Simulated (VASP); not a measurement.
Here is a VASP 6.6.1 calculation.

INCAR

```
SYSTEM = Bi2Cl
PREC = Accurate ; ENCUT = 520
EDIFF = 1E-7 ; ISMEAR = 0
SIGMA = 0.1 ; LREAL = .False.
LASPH = .True. ; NELM = 60
ALGO = Fast ; ISIF = 2
LWAVE = .False. ; LCHARG = .True.
GGA = PE ; LELF = .True.
LVHAR = .True. ; NBANDS = 46
```

The input KPOINTS:

```
regular mesh
0
Gamma
  8 8 8
  0 0 0
```

POSCAR

```
Bi2Cl
1.0
   -3.8816020298      3.8816020298      3.0632343459
    3.8816020298     -3.8816020298      3.0632343459
    3.8816020298      3.8816020298     -3.0632343459
Bi Cl
4 2
Direct
    0.6322929921      0.1322929921      0.7645859842
    0.1322929921      0.3677070079      0.5000000000
    0.3677070079      0.8677070079      0.2354140158
    0.8677070079      0.6322929921      0.5000000000
    0.2500000000      0.2500000000      0.0000000000
    0.7500000000      0.7500000000      0.0000000000
```

Potentials or basis: VASP PAW PBE potentials, release 64 (Bi_d, Cl).

The run is started by

```bash
$ cat potpaw_PBE.64/Bi_d/POTCAR potpaw_PBE.64/Cl/POTCAR > POTCAR
$ mpirun -np 1 vasp_std > vasp.out
```

Question: Predict the largest force.

Answer: 0.005 eV/Å.

Question: Estimate the pressure.

Answer: -0.1 GPa.

Question: Predict the band gap on the k mesh.

Answer: Zero (bands 37 and 38 overlap by 1.28 eV).

Forces in eV/Å, atoms in the order of the input:
```
Bi   0.004  0.004  0.000
Bi  -0.004  0.004  0.000
Bi  -0.004 -0.004  0.000
Bi   0.004 -0.004  0.000
Cl   0.000  0.000  0.000
Cl   0.000  0.000  0.000
```

Caveat: spin-orbit coupling is left out, which moves the levels of the heavy elements.
